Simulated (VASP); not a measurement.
# Ge5H2 in VASP: further runs

The runs below take Ge5H2 through single point, with PBE.

Program: VASP 6.6.1. These are calculated values, not measurements. Logs are shortened: lines on timing, memory, paths and dates and some standing lists are left out, and cuts for length are marked.

**1. The cell of the first run**

The cell holds a slab with vacuum, 28 atoms: a = 8.147 Å, b = 8.147 Å, c = 19.518 Å, α = 90.00°, β = 90.00°, γ = 90.00°.

**2. Single point, PBE**

Input file INCAR:

```
SYSTEM = Ge5H2
  PREC = Accurate
  ENCUT = 410
  EDIFF = 1E-6
  ISMEAR = 0
  SIGMA = 0.05
  LREAL = .False.
  LASPH = .True.
  NELM = 120
  ALGO = Normal
  ISIF = 2
  LWAVE = .False.
  LCHARG = .True.
  LDIPOL = .True.
  IDIPOL = 3
  DIPOL = 0.5 0.5 0.341
  GGA = PE
  LELF = .True.
  LVHAR = .True.
  LVACPOTAV = .True.
  NBANDS = 164
  GGA_COMPAT = .False.
  NELMDL = -8
```

Input file KPOINTS:

```
regular mesh
0
Gamma
  3 3 1
  0 0 0
```

Input file POSCAR:

```
Ge5H2
1.0
    8.1473826809      0.0000000000      0.0000000000
    0.0000000000      8.1473826809      0.0000000000
    0.0000000000      0.0000000000     19.5175094652
Ge H
20 8
Direct
    0.5000000000      0.5000000000      0.2513865784
    0.5000000000      0.0000000000      0.2513865784
    0.0000000000      0.5000000000      0.2513865784
    0.0000000000      0.0000000000      0.2513865784
    0.7500000000      0.5000000000      0.3251801834
    0.7500000000      0.0000000000      0.3251801834
    0.2500000000      0.5000000000      0.3251801834
    0.2500000000      0.0000000000      0.3251801834
    0.7435700476      0.7477254745      0.4011147245
    0.7435700476      0.2522745255      0.4011147245
    0.2621830940      0.7460865480      0.3955806487
    0.2621830940      0.2539134520      0.3955806487
    0.0031851652      0.7423905676      0.4736795790
    0.0031851652      0.2576094324      0.4736795790
    0.4942541497      0.7477273798      0.4787839428
    0.4942541497      0.2522726202      0.4787839428
    0.1475799941      0.0000000000      0.4989637774
    0.1516123567      0.5000000000      0.5216613455
    0.4281366584      0.0000000000      0.5510309393
    0.4520551604      0.5000000000      0.5586347965
    0.5083944213      0.6502083350      0.2033868863
    0.5083944213      0.3497916650      0.2033868863
    0.5083944213      0.1502083350      0.2033868863
    0.5083944213     -0.1502083350      0.2033868863
   -0.0083944213      0.3497916650      0.2033868863
   -0.0083944213      0.6502083350      0.2033868863
   -0.0083944213     -0.1502083350      0.2033868863
   -0.0083944213      0.1502083350      0.2033868863
```

Potentials or basis: VASP PAW PBE potentials, release 64 (Ge_d, H).

Started as:

```
$ cat potpaw_PBE.64/Ge_d/POTCAR potpaw_PBE.64/H/POTCAR > POTCAR
$ mpirun -np 1 vasp_std > vasp.out
```

OUTCAR:

```text
SYSTEM = Ge5H2
   PREC = Accurate
   ENCUT = 410
   EDIFF = 1E-6
   ISMEAR = 0
   LREAL = .False.
   LASPH = .True.
   NELM = 120
   ISIF = 2
   GGA = PE
   NELMDL = -8

 ion  position               nearest neighbor table
   1  0.500  0.500  0.251-  21 1.54  22 1.54   5 2.49   7 2.49
   2  0.500  0.000  0.251-  23 1.54  24 1.54   6 2.49   8 2.49
   3  0.000  0.500  0.251-  25 1.54  26 1.54   5 2.49   7 2.49
   4  0.000  0.000  0.251-  27 1.54  28 1.54   6 2.49   8 2.49
   5  0.750  0.500  0.325-   1 2.49   3 2.49   9 2.50  10 2.50
   6  0.750  0.000  0.325-   2 2.49   4 2.49   9 2.53  10 2.53
[... 8 lines left out ...]
  15  0.494  0.748  0.479-  11 2.49   9 2.53  19 2.55  20 2.57
  16  0.494  0.252  0.479-  12 2.49  10 2.53  19 2.55  20 2.57
  17  0.148  0.000  0.499-  13 2.46  14 2.46  19 2.50
  18  0.152  0.500  0.522-  13 2.50  14 2.50  20 2.55
  19  0.428  0.000  0.551-  17 2.50  16 2.55  15 2.55
  20  0.452  0.500  0.559-  18 2.55  16 2.57  15 2.57
  21  0.508  0.650  0.203-   1 1.54
  22  0.508  0.350  0.203-   1 1.54
  23  0.508  0.150  0.203-   2 1.54
  24  0.508  0.850  0.203-   2 1.54
  25  0.992  0.350  0.203-   3 1.54
  26  0.992  0.650  0.203-   3 1.54
  27  0.992  0.850  0.203-   4 1.54
  28  0.992  0.150  0.203-   4 1.54

  LATTYP: Found a simple tetragonal cell.
 ALAT       =     8.1473826809
 C/A-ratio  =     2.3955557545

  Lattice vectors:

 A1 = (   8.1473826809,   0.0000000000,   0.0000000000)
 A2 = (   0.0000000000,   8.1473826809,   0.0000000000)
 A3 = (   0.0000000000,   0.0000000000,  19.5175094652)

Analysis of symmetry for initial positions (statically):
=====================================================================
 Subroutine PRICEL returns:
 Original cell was already a primitive cell.

 Routine SETGRP: Setting up the symmetry group for a
 simple tetragonal supercell.

 Subroutine GETGRP returns: Found  2 space group operations
 (whereof  2 operations were pure point group operations)
 out of a pool of 16 trial point group operations.

The static configuration has the point symmetry C_1h.

Analysis of symmetry for dynamics (positions and initial velocities):
=====================================================================
 Subroutine PRICEL returns:
 Original cell was already a primitive cell.

 Routine SETGRP: Setting up the symmetry group for a
 simple tetragonal supercell.

 Subroutine GETGRP returns: Found  2 space group operations
 (whereof  2 operations were pure point group operations)
 out of a pool of 16 trial point group operations.

The dynamic configuration has the point symmetry C_1h.

 Subroutine INISYM returns: Found  2 space group operations
 (whereof  2 operations are pure point group operations),
 and found     1 'primitive' translations

----------------------------------------------------------------------------------------

                                     Primitive cell

  volume of cell :    1295.5692

  direct lattice vectors                    reciprocal lattice vectors
     8.147382681  0.000000000  0.000000000     0.122738803  0.000000000  0.000000000
     0.000000000  8.147382681  0.000000000     0.000000000  0.122738803  0.000000000
     0.000000000  0.000000000 19.517509465     0.000000000  0.000000000  0.051236045

  length of vectors
     8.147382681  8.147382681 19.517509465     0.122738803  0.122738803  0.051236045

  position of ions in fractional coordinates (direct lattice)
     0.500000000  0.500000000  0.251386578
     0.500000000  0.000000000  0.251386578
     0.000000000  0.500000000  0.251386578
     0.000000000  0.000000000  0.251386578
     0.750000000  0.500000000  0.325180183
     0.750000000  0.000000000  0.325180183
[... 20 lines left out ...]
     0.991605579  0.849791665  0.203386886
     0.991605579  0.150208335  0.203386886

  ion indices of the primitive-cell ions
   primitive index   ion index
                 1           1
                 2           2
                 3           3
                 4           4
                 5           5
                 6           6
[... 51 lines left out ...]

 number of electron     288.0000199 magnetization

 dipolmoment           0.000000      0.000000      0.028432 electrons x Angstroem

 Free energy of the ion-electron system (eV)
  ---------------------------------------------------
  ext. energy  EPLUGINS =         0.00000000
  ---------------------------------------------------
  free energy    TOTEN  =      -111.15145111 eV

  energy without entropy =     -111.15145111  energy(sigma->0) =     -111.15145111

 E-fermi :  -1.1924     XC(G=0):  -4.5045

 val. band max:       -1.4135401606   @ k =   0.3333   0.0000   0.0000
 cond. band min:      -0.9551733272   @ k =   0.0000   0.0000   0.0000
 fundamental gap:      0.4583668335
 Fermi energy:        -1.1924401851

 k-point     1 :       0.0000    0.0000    0.0000
  band No.  band energies     occupation
      1     -26.2105      2.00000
      2     -26.1744      2.00000
      3     -26.1386      2.00000
      4     -26.0733      2.00000
      5     -26.0543      2.00000
      6     -26.0303      2.00000
[... 148 lines left out ...]
    155       1.1018      0.00000
    156       1.1893      0.00000

 k-point     2 :       0.3333    0.0000    0.0000
  band No.  band energies     occupation
      1     -26.2105      2.00000
      2     -26.1744      2.00000
      3     -26.1386      2.00000
      4     -26.0733      2.00000
      5     -26.0543      2.00000
      6     -26.0303      2.00000
[... 148 lines left out ...]
    155       1.5303      0.00000
    156       1.7252      0.00000

 k-point     3 :       0.0000    0.3333    0.0000
  band No.  band energies     occupation
      1     -26.2105      2.00000
      2     -26.1745      2.00000
      3     -26.1386      2.00000
      4     -26.0740      2.00000
      5     -26.0543      2.00000
      6     -26.0307      2.00000
[... 148 lines left out ...]
    155       1.5090      0.00000
    156       1.6818      0.00000

 k-point     4 :       0.3333    0.3333    0.0000
  band No.  band energies     occupation
      1     -26.2105      2.00000
      2     -26.1745      2.00000
      3     -26.1386      2.00000
      4     -26.0740      2.00000
      5     -26.0543      2.00000
      6     -26.0307      2.00000
[... 148 lines left out ...]
    155       1.6887      0.00000
    156       1.8095      0.00000
 [bands above 156 left out]

------------------------ aborting loop because EDIFF is reached ----------------------------------------

  FORCE on cell =-STRESS in cart. coord.  units (eV):
  Direction    XX          YY          ZZ          XY          YZ          ZX
  --------------------------------------------------------------------------------------
  -------------------------------------------------------------------------------------
  Total       -6.1797095      8.3923600     -2.8709351      0.0000000      0.0000000     -0.0208022
  in kB       -7.6421932     10.3784873     -3.5503676      0.0000000      0.0000000     -0.0257252
  external PRESSURE =      -0.2713579 kB  Pullay stress =       0.0000000 kB

 VOLUME and BASIS-vectors are now :
 -----------------------------------------------------------------------------
  energy-cutoff  :      410.00
  volume of cell :     1295.57
      direct lattice vectors                 reciprocal lattice vectors
     8.147382681  0.000000000  0.000000000     0.122738803  0.000000000  0.000000000
     0.000000000  8.147382681  0.000000000     0.000000000  0.122738803  0.000000000
     0.000000000  0.000000000 19.517509465     0.000000000  0.000000000  0.051236045

 POSITION                                       TOTAL-FORCE (eV/Angst)
 -----------------------------------------------------------------------------------
      4.07369      4.07369      4.90644         0.029294      0.000000      0.193722
      4.07369      0.00000      4.90644         0.046360      0.000000      0.200715
      0.00000      4.07369      4.90644        -0.064947      0.000000      0.220576
      0.00000      0.00000      4.90644        -0.128666      0.000000      0.229886
      6.11054      4.07369      6.34671         0.007864      0.000000      0.027766
      6.11054      0.00000      6.34671         0.106911      0.000000      0.262819
[... 20 lines left out ...]
      8.07899      6.92358      3.96961         0.059399      0.034184      0.042592
      8.07899      1.22380      3.96961         0.059399     -0.034184      0.042592
 -----------------------------------------------------------------------------------
    total drift:                               -0.011079      0.000000     -0.013043

  FREE ENERGIE OF THE ION-ELECTRON SYSTEM (eV)
  ---------------------------------------------------
  free  energy   TOTEN  =      -111.1514511107 eV

  energy  without entropy=     -111.1514511107  energy(sigma->0) =     -111.15145111

 vacuum level on the upper side and lower side of the slab         3.377         3.300
```

Wall time 30 min (1 thread of Intel Xeon Platinum 8488C (Sapphire Rapids), shared host); peak memory 1 GiB.

What came out:

```
Free energy            : -111.1515 eV
Largest force          : 0.987 eV/Å
Band gap on the k mesh : 0.46 eV (least direct gap 0.54 eV)
```

Forces on the atoms (eV/Å):
```
Ge   0.029  0.000  0.194
Ge   0.046  0.000  0.201
Ge  -0.065  0.000  0.221
Ge  -0.129  0.000  0.230
Ge   0.008  0.000  0.028
Ge   0.107  0.000  0.263
Ge  -0.050  0.000 -0.986
Ge  -0.014  0.000 -0.512
Ge  -0.001  0.001 -0.004
Ge  -0.001 -0.001 -0.004
Ge   0.000  0.004 -0.002
Ge   0.000 -0.004 -0.002
Ge  -0.004  0.002  0.003
Ge  -0.004 -0.002  0.003
Ge  -0.004  0.005 -0.003
Ge  -0.004 -0.005 -0.003
Ge  -0.011  0.000  0.564
Ge   0.015  0.000 -0.397
Ge   0.004  0.000  0.008
Ge  -0.003  0.000 -0.005
H   -0.026 -0.049  0.009
H   -0.026  0.049  0.009
H   -0.031 -0.035  0.030
H   -0.031  0.035  0.030
H    0.037  0.047  0.022
H    0.037 -0.047  0.022
H    0.059  0.034  0.043
H    0.059 -0.034  0.043
```

Levels at points of the mesh, in eV from the valence-band top:
```tsv
k point	band 141	band 142	band 143	band 144	band 145	band 146	band 147	band 148
(0.00, 0.00, 0.00)	-0.70	-0.41	-0.40	-0.16	0.46	0.61	0.78	1.22
```

**3. Single point, PBE**

Input file INCAR:

```
SYSTEM = Ge5H2
PREC     = Accurate       ! precision mode
ENCUT    = 410            ! plane-wave cutoff, eV
EDIFF    = 1E-6           ! SCF threshold, eV
ISMEAR   = 0              ! smearing method
SIGMA    = 0.05           ! smearing width, eV
LREAL    = .False.        ! projectors in reciprocal space
LASPH    = .True.         ! aspherical terms in the spheres
NELM     = 120            ! most SCF steps
ALGO     = Normal         ! electronic algorithm
ISIF     = 2              ! what is computed and relaxed
LWAVE    = .False.        ! write WAVECAR
LCHARG   = .True.         ! write CHGCAR
LDIPOL   = .True.       
IDIPOL   = 3            
DIPOL    = 0.5 0.5 0.343
GGA      = PE             ! functional
LELF     = .True.         ! ELF
LVHAR    = .True.       
LVACPOTAV= .True.       
NBANDS   = 164            ! bands
GGA_COMPAT= .False.      
NELMDL   = -8
```

Input file KPOINTS:

```
Automatic mesh
0
Gamma
  3 3 1
  0 0 0
```

Input file POSCAR:

```
Ge5H2
1.0
    8.1473826809      0.0000000000      0.0000000000
    0.0000000000      8.1473826809      0.0000000000
    0.0000000000      0.0000000000     19.5175094652
Ge H
20 8
Direct
    0.5000000000      0.5000000000      0.2513865784
    0.5000000000      0.0000000000      0.2513865784
    0.0000000000      0.5000000000      0.2513865784
    0.0000000000      0.0000000000      0.2513865784
    0.7500000000      0.5000000000      0.3251801834
    0.7500000000      0.0000000000      0.3251801834
    0.2500000000      0.5000000000      0.3251801834
    0.2500000000      0.0000000000      0.3251801834
    0.7498456353      0.7485194127      0.4032280482
    0.7498456353      0.2514805873      0.4032280482
    0.2507199150      0.7467830865      0.3974570620
    0.2507199150      0.2532169135      0.3974570620
    0.0071983666      0.7475960058      0.4764474400
    0.0071983666      0.2524039942      0.4764474400
    0.4953445666      0.7270293742      0.4768163414
    0.4953445666      0.2729706258      0.4768163414
    0.0842313888      0.0000000000      0.5443076775
    0.1087628667      0.5000000000      0.5443076775
    0.3784819515      0.0000000000      0.5087737949
    0.4361924736      0.5000000000      0.5661048201
    0.5083944213      0.6502083350      0.2033868863
    0.5083944213      0.3497916650      0.2033868863
    0.5083944213      0.1502083350      0.2033868863
    0.5083944213     -0.1502083350      0.2033868863
   -0.0083944213      0.3497916650      0.2033868863
   -0.0083944213      0.6502083350      0.2033868863
   -0.0083944213     -0.1502083350      0.2033868863
   -0.0083944213      0.1502083350      0.2033868863
```

Potentials or basis: VASP PAW PBE potentials, release 64 (Ge_d, H).

Started as:

```
$ cat potpaw_PBE.64/Ge_d/POTCAR potpaw_PBE.64/H/POTCAR > POTCAR
$ mpirun -np 1 vasp_std > vasp.out
```

It took 24 min on 1 thread of Intel Xeon 6975P-C (Granite Rapids), shared host; peak memory 1 GiB.

Results (log left out):

```yaml
Free_energy: -110.9724 eV
Largest_force: 0.782 eV/Å
Band_gap_on_the_k_mesh: zero (bands 144 and 145 overlap by 0.06 eV)
```

Forces in eV/Å, atoms in the order of the input:
```
Ge   0.011  0.000  0.290
Ge   0.103  0.000  0.274
Ge  -0.045  0.000  0.259
Ge  -0.050  0.000  0.246
Ge   0.077  0.000  0.146
Ge   0.021  0.000  0.333
Ge   0.067  0.000 -0.779
Ge  -0.155  0.000 -0.304
Ge   0.002 -0.001  0.007
Ge   0.002  0.001  0.007
Ge  -0.002  0.004 -0.010
Ge  -0.002 -0.004 -0.010
Ge   0.000  0.002  0.000
Ge   0.000 -0.002  0.000
Ge  -0.001  0.006 -0.003
Ge  -0.001 -0.006 -0.003
Ge  -0.001  0.000  0.115
Ge  -0.004  0.000 -0.745
Ge   0.000  0.000  0.001
Ge   0.011  0.000  0.014
H   -0.023 -0.028  0.010
H   -0.023  0.028  0.010
H   -0.054 -0.018  0.029
H   -0.054  0.018  0.029
H    0.034  0.033  0.002
H    0.034 -0.033  0.002
H    0.028  0.019  0.040
H    0.028 -0.019  0.040
```

Levels at points of the mesh, in eV from the Fermi level:
| k point | band 140 | band 141 | band 142 | band 143 | band 144 | band 145 | band 146 | band 147 | band 148 | band 149 |
| --- | --- | --- | --- | --- | --- | --- | --- | --- | --- | --- |
| (0.00, 0.00, 0.00) | -0.73 | -0.53 | -0.44 | -0.27 | -0.17 | -0.06 | 0.59 | 0.80 | 1.24 | 1.56 |

**4. Single point, PBE**

Input file INCAR:

```
SYSTEM = Ge5H2
ALGO     = Normal         ! electronic algorithm
DIPOL    = 0.5 0.5 0.341
EDIFF    = 1E-6           ! SCF threshold, eV
ENCUT    = 410            ! plane-wave cutoff, eV
GGA      = PE             ! functional
GGA_COMPAT= .False.      
IDIPOL   = 3            
ISIF     = 2              ! what is computed and relaxed
ISMEAR   = 0              ! smearing method
LASPH    = .True.         ! aspherical terms in the spheres
LCHARG   = .False.        ! write CHGCAR
LDIPOL   = .True.       
LREAL    = .False.        ! projectors in reciprocal space
LWAVE    = .False.        ! write WAVECAR
NBANDS   = 164            ! bands
NELM     = 120            ! most SCF steps
NELMDL   = -8           
PREC     = Accurate       ! precision mode
SIGMA    = 0.05           ! smearing width, eV
```

Input file KPOINTS:

```
k-points
0
Gamma
  3 3 1
  0 0 0
```

Input file POSCAR:

```
Ge5H2
1.0
    8.1473826809      0.0000000000      0.0000000000
    0.0000000000      8.1473826809      0.0000000000
    0.0000000000      0.0000000000     19.5175094652
Ge H
20 8
Direct
    0.5000000000      0.5000000000      0.2513865784
    0.5000000000      0.0000000000      0.2513865784
    0.0000000000      0.5000000000      0.2513865784
    0.0000000000      0.0000000000      0.2513865784
    0.7500000000      0.5000000000      0.3251801834
    0.7500000000      0.0000000000      0.3251801834
    0.2500000000      0.5000000000      0.3251801834
    0.2500000000      0.0000000000      0.3251801834
    0.7445681644      0.7487873986      0.4004210563
    0.7445681644      0.2512126014      0.4004210563
    0.2531564191      0.7489280032      0.3959271678
    0.2531564191      0.2510719968      0.3959271678
    0.0022083521      0.7413369858      0.4705098191
    0.0022083521      0.2586630142      0.4705098191
    0.4950038970      0.7245429293      0.4759140546
    0.4950038970      0.2754570707      0.4759140546
    0.0972698949      0.0000000000      0.5216613455
    0.1105807394      0.5000000000      0.5332406917
    0.3965175568      0.0000000000      0.5062567906
    0.4286885671      0.5000000000      0.5635209552
    0.5083944213      0.6502083350      0.2033868863
    0.5083944213      0.3497916650      0.2033868863
    0.5083944213      0.1502083350      0.2033868863
    0.5083944213     -0.1502083350      0.2033868863
   -0.0083944213      0.3497916650      0.2033868863
   -0.0083944213      0.6502083350      0.2033868863
   -0.0083944213     -0.1502083350      0.2033868863
   -0.0083944213      0.1502083350      0.2033868863
```

Started as:

```
$ cat potpaw_PBE.64/Ge_d/POTCAR potpaw_PBE.64/H/POTCAR > POTCAR
$ mpirun -np 1 vasp_std > vasp.out
```

Wall time 39 min (1 thread of Intel Xeon Platinum 8259CL at 2.50GHz (Skylake/Cascade Lake), shared host); peak memory 1 GiB.

Results (log left out):

| Property | Result |
| --- | --- |
| Free energy | -110.9900 eV |
| Largest force | 0.829 eV/Å |
| Band gap on the k mesh | zero (bands 144 and 145 overlap by 0.10 eV) |

Forces on the atoms (eV/Å):
```
Ge  -0.019  0.000  0.217
Ge   0.023  0.000  0.194
Ge  -0.007  0.000  0.234
Ge  -0.009  0.000  0.226
Ge  -0.001  0.000 -0.056
Ge  -0.065  0.000  0.115
Ge   0.067  0.000 -0.826
Ge   0.014  0.000 -0.567
Ge  -0.001  0.000 -0.002
Ge  -0.001  0.000 -0.002
Ge  -0.003  0.002 -0.001
Ge  -0.003 -0.002 -0.001
Ge  -0.002  0.004  0.006
Ge  -0.002 -0.004  0.006
Ge  -0.002  0.001 -0.001
Ge  -0.002 -0.001 -0.001
Ge  -0.005  0.000  0.235
Ge   0.006  0.000  0.008
Ge   0.010  0.000  0.002
Ge  -0.005  0.000  0.005
H   -0.012 -0.039  0.011
H   -0.012  0.039  0.011
H   -0.021 -0.033  0.030
H   -0.021  0.033  0.030
H    0.019  0.039  0.012
H    0.019 -0.039  0.012
H    0.017  0.027  0.050
H    0.017 -0.027  0.050
```

Levels at points of the mesh, in eV from the Fermi level:
```
           k point  band 142  band 143  band 144  band 145  band 146  band 147
(0.00, 0.00, 0.00)     -0.71     -0.49     -0.38     -0.10      0.51      0.66
```

**5. The runs side by side**

| cell | gap on the mesh (eV) | largest force (eV/Å) |
| --- | --- | --- |
| as given, atomic positions A | 0.46 | 0.99 |
| as given, atomic positions B | none | 0.78 |
| as given, atomic positions C | none | 0.83 |

Alike in all rows: task single point; level PBE; potentials or basis VASP PAW PBE potentials, release 64 (Ge_d, H); no spin polarisation; k mesh 3 × 3 × 1; cutoff (eV) 410; smearing gaussian 0.05 eV.

Absolute energies hang on the potentials; compare differences alone.
